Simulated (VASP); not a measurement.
# MgO (I4/mmm) in VASP: G0W0 quasiparticle levels with PBE

Aim: the G0W0 quasiparticle levels of MgO with PBE.

Everything below comes from runs of VASP 6.6.1. Logs are shortened: lines on timing, memory, paths and dates and some standing lists are left out, and cuts for length are marked.

### Step 1. The cell of the first run

It takes space group I4/mmm (No. 139, tetragonal). Conventional cell: a = 2.943 Å, b = 2.943 Å, c = 4.231 Å, α = 90.00°, β = 90.00°, γ = 90.00°. Within 2.8 Å of Mg (site symmetry 4/mmm) lie 6 O at 2.08 to 2.12 Å. Within 2.8 Å of O (site symmetry 4/mmm) lie 6 Mg at 2.08 to 2.12 Å.

### Step 2. G0W0 quasiparticle levels, PBE

Input file POSCAR:

```
MgO
1.0
    0.0000000000      2.0811457413      2.1154270457
    2.0811457413      0.0000000000      2.1154270457
    2.0811457413      2.0811457413      0.0000000000
Mg O
1 1
Direct
    0.0000000000      0.0000000000      0.0000000000
    0.5000000000      0.5000000000      0.5000000000
```

Input file INCAR.step1:

```
SYSTEM = MgO
PREC = Accurate ; ENCUT = 500
EDIFF = 1E-8 ; ISMEAR = 0
SIGMA = 0.01 ; LREAL = .FALSE.
LASPH = .TRUE. ; NELM = 80
ALGO = Normal ; LWAVE = .TRUE.
LCHARG = .FALSE. ; GGA = PE
```

Input file INCAR.step2:

```
SYSTEM = MgO
PREC = Accurate ; ENCUT = 500
EDIFF = 1E-8 ; ISMEAR = 0
SIGMA = 0.01 ; LREAL = .FALSE.
LASPH = .TRUE. ; NELM = 1
ALGO = Exact ; LWAVE = .TRUE.
LCHARG = .FALSE. ; GGA = PE
NBANDS = 80 ; LOPTICS = .TRUE.
ISTART = 1
```

Input file INCAR.step3:

```
SYSTEM = MgO
PREC = Accurate ; ENCUT = 500
EDIFF = 1E-8 ; ISMEAR = 0
SIGMA = 0.01 ; LREAL = .FALSE.
LASPH = .TRUE. ; ALGO = EVGW0
LWAVE = .FALSE. ; LCHARG = .FALSE.
GGA = PE ; NELMGW = 1
NBANDS = 80 ; ENCUTGW = 150.0
NOMEGA = 96 ; PRECFOCK = Fast
ISTART = 1 ; NBANDSGW = 12
OMEGAMAX = 20
```

Input file KPOINTS:

```
Automatic mesh
0
G
  6 6 6
  0 0 0
```

Potentials or basis: VASP PAW PBE potentials, release 64 (Mg_GW, O_GW).

Launch:

```console
$ cat potpaw_PBE.64/Mg_GW/POTCAR potpaw_PBE.64/O_GW/POTCAR > POTCAR
$ cp INCAR.step1 INCAR
$ mpirun -np 1 vasp_std > vasp.out
$ cp INCAR.step2 INCAR
$ mpirun -np 1 vasp_std > vasp.out
$ cp INCAR.step3 INCAR
$ mpirun -np 1 vasp_std > vasp.out
```

OUTCAR:

```text
SYSTEM = MgO
   PREC = Accurate
   ENCUT = 500
   EDIFF = 1E-8
   ISMEAR = 0
   LREAL = .FALSE.
   LASPH = .TRUE.
   GGA = PE
   NELMGW = 1
   ENCUTGW = 150.0
   PRECFOCK = Fast
   ISTART = 1

 ion  position               nearest neighbor table
   1  0.000  0.000  0.000-   2 2.08   2 2.08   2 2.08   2 2.08   2 2.12   2 2.12
   2  0.500  0.500  0.500-   1 2.08   1 2.08   1 2.08   1 2.08   1 2.12   1 2.12

  LATTYP: Found a body centered tetragonal cell.
 ALAT       =     2.9431845326
 C/A-ratio  =     1.4375089447

  Lattice vectors:

 A1 = (  -2.0811457413,   0.0000000000,   2.1154270457)
 A2 = (   2.0811457413,   0.0000000000,   2.1154270457)
 A3 = (   0.0000000000,   2.0811457413,  -2.1154270457)

Analysis of symmetry for initial positions (statically):
=====================================================================
 Subroutine PRICEL returns:
 Original cell was already a primitive cell.

 Routine SETGRP: Setting up the symmetry group for a
 body centered tetragonal supercell.

 Subroutine GETGRP returns: Found 16 space group operations
 (whereof 16 operations were pure point group operations)
 out of a pool of 16 trial point group operations.

The static configuration has the point symmetry D_4h.

Analysis of symmetry for dynamics (positions and initial velocities):
=====================================================================
 Subroutine PRICEL returns:
 Original cell was already a primitive cell.

 Routine SETGRP: Setting up the symmetry group for a
 body centered tetragonal supercell.

 Subroutine GETGRP returns: Found 16 space group operations
 (whereof 16 operations were pure point group operations)
 out of a pool of 16 trial point group operations.

The dynamic configuration has the point symmetry D_4h.

 Subroutine INISYM returns: Found 16 space group operations
 (whereof 16 operations are pure point group operations),
 and found     1 'primitive' translations

----------------------------------------------------------------------------------------

[... 91 lines left out ...]
   NELM   =     60;   NELMIN=  2; NELMDL=  0     # of ELM steps
   EDIFF  = 0.1E-07   stopping-criterion for ELM
   LREAL  =      F    real-space projection
   EDIFFG = 0.1E-06   stopping-criterion for IOM
   NSW    =      0    number of steps for IOM
   IBRION =     -1    ionic relax: 0-MD 1-quasi-New 2-CG
   NFREE  =      0    steps in history (QN), initial steepest desc. (CG)
   ISIF   =      0    stress and relaxation
   ISYM   =      3    0-nonsym 1-usesym 2-fastsym
   POTIM  = 0.5000    time-step for ionic-motion
   TEBEG  =    0.0;   TEEND  =   0.0 temperature during run
   PSTRESS=    0.0 pullay stress
   NELECT =       8.0000    total number of electrons
   NUPDOWN=      -1.0000    fix difference up-down
   EMIN   =  10.00;   EMAX   =-10.00  energy-range for DOS
   EFERMI =   0.00;   METHOD = LEGACY
   ISMEAR =     0;   SIGMA  =   0.01  broadening in eV -4-tet -1-fermi 0-gaus
   EFERMI_NEDOS =   21; number of points for ismear=-14 and -15
   IALGO  =     38    algorithm
   IMIX   =      4    mixing-type and parameters
     AMIX     =   0.40;   BMIX     =  1.00
     AMIX_MAG =   1.60;   BMIX_MAG =  1.00
  volume/ion in A,a.u.               =       9.16        61.83
  Fermi-wavevector in a.u.,A,eV,Ry     =   1.241921  2.346890 20.985172  1.542367
  Thomas-Fermi vector in A             =   2.376297
   LORBIT       =      0    0 simple, 1 ext, 2 COOP (PROOUT), +10 PAW based schemes
   GGA     = PE    functional components
   LHFCALC =     T    Hartree Fock is set to
   PRECFOCK=fast      Normal, Fast or Accurate (Low or Medium for compatibility)
   ENCUT4O =  -1.0   cutoff for four orbital integrals eV
   NKREDX  =     1    reduce k-point grid by
   NKREDY  =     1    reduce k-point grid by
   NKREDZ  =     1    reduce k-point grid by
   AEXX    =    1.0000 exact exchange contribution
   HFSCREEN=    0.0000 screening length (either q_TF or 0.3 A-1)
   HFSCREENC=   0.0000 screening length for correlation (either q_TF or 0.3 A-1)
   ENCUTFOCK=  -1.0 apply spherical cutoff to Coloumb kernel
   IVDW    =     0    specifies the selected vdW correction
   LEPSILON=     F    determine dielectric tensor
   LRPA    =     F    only Hartree local field effects (RPA)
   LRPAFORCE           =     F    calculate RPA forces
   ENCUTGW             = 150.0    cutoff for response function in eV
   ENCUTGWSOFT         = 120.0    soft cutoff for Coulomb kernel in GW response function in eV
   ENCUTLF             =  -1.0    cutoff for local field effects
   NELMGW              =     1    number of iterations in solving QP/BSE equation
   NELMHF              =     1    number of iterations in the inner HF iteration
   NKREDLFX            =     1    NKREDLFY  =   1   NKREDLFZ  =   1
 non-spin polarized calculation
 Gauss-broadening in eV      SIGMA  =   0.01
  energy-cutoff  :      500.00
  volume of cell :       18.32
 maximum number of plane-waves:       479
 NGX is ok and might be reduce to    24
  NGX = 14; NGY = 14; NGZ = 14
   NGX = 11   NGY = 11   NGZ = 11
 maximum number of plane-waves:        81
 NGX is ok and might be reduce to    14

 QP shifts <psi_nk| G(iteration)W_0 |psi_nk>: iteration 1
 for sc-GW calculations column KS-energies equals QP-energies in previous step
 and V_xc(KS)=  KS-energies - (<T + V_ion + V_H > + <T+V_H+V_ion>^1  + <V_x>^1)

 k-point   1 :       0.0000    0.0000    0.0000
  band No.  KS-energies  QP-energies   sigma(KS)   V_xc(KS)     V^pw_x(r,r')   Z            occupation Imag(sigma)

      1     -14.0414     -16.1121     -21.2096     -18.1133     -29.9175       0.6688       2.0000       1.0113
      2       3.3171       1.9917     -21.4595     -19.7781     -25.3221       0.7882       2.0000       0.0432
      3       3.3171       1.9917     -21.4595     -19.7781     -25.3221       0.7882       2.0000       0.0432
      4       3.3503       2.0354     -21.4306     -19.7641     -25.2553       0.7890       2.0000       0.0425
      5       8.2425       9.5044     -10.7972     -12.2923      -7.4877       0.8441       0.0000      -0.0391
      6      19.1317      20.4101      -7.6319      -9.1653      -3.1717       0.8337       0.0000      -0.0687
      7      19.3068      20.5646      -7.5833      -9.0954      -3.0996       0.8318       0.0000      -0.0716
      8      19.3068      20.5646      -7.5833      -9.0954      -3.0996       0.8318       0.0000      -0.0716
      9      23.2176      23.6377      -7.4371      -7.9882      -1.7030       0.7624       0.0000      -0.3685
     10      24.7458      26.2881      -8.0305      -9.9035      -3.2887       0.8234       0.0000      -0.1267
     11      25.2828      26.8479      -8.0669      -9.9656      -3.2988       0.8243       0.0000      -0.1374
     12      27.3518      28.8536      -7.5041      -9.3903      -1.8061       0.7962       0.0000      -0.4217
[... 356 lines left out ...]
      1     -12.5054     -14.6738     -22.7390     -19.7252     -31.2813       0.7195       2.0000       0.9640
      2      -0.5148      -2.3812     -18.0031     -15.5758     -22.1290       0.7689       2.0000       0.0660
      3       1.3825      -0.2650     -19.4635     -17.3531     -23.4120       0.7807       2.0000       0.0513
      4       2.0971       0.5509     -20.3446     -18.3673     -24.3122       0.7820       2.0000       0.0479
      5      13.1564      14.3389      -8.3671      -9.7698      -4.3958       0.8430       0.0000      -0.0476
      6      14.2965      15.9065     -10.0189     -11.9620      -5.9737       0.8286       0.0000      -0.0522
      7      16.5373      18.2422     -10.7327     -12.8488      -6.2366       0.8057       0.0000      -0.0698
      8      21.7284      23.3507      -9.5292     -11.5973      -4.2709       0.7845       0.0000      -0.1610
      9      22.0534      23.6436      -9.6972     -11.7275      -4.3228       0.7832       0.0000      -0.1966
     10      29.3969      30.8357      -8.4535     -10.2240      -2.9147       0.8126       0.0000      -0.5181
     11      30.3994      32.3252      -9.4725     -11.7556      -3.7884       0.8435       0.0000      -0.8023
     12      32.3711      33.8498      -7.8069      -9.5857      -2.2974       0.8312       0.0000      -0.6715

 [... further k-points ...]
```

Run time: 7.1 min. Hardware: 1 thread of Intel Xeon Platinum 8375C at 2.90GHz (Ice Lake), shared host; peak memory 0.39 GiB.

Results:

```
Quasiparticle gap                                   : 7.47 eV
Least direct quasiparticle gap                      : 7.47 eV
Band gap of the starting levels on the mesh         : 4.89 eV
Least direct gap of the starting levels on the mesh : 4.89 eV
```

Caveat: the k points lie up to 0.43 Å⁻¹ apart; bands, screening cutoff and mesh are small and nothing is extrapolated, so the quasiparticle values aren't converged.
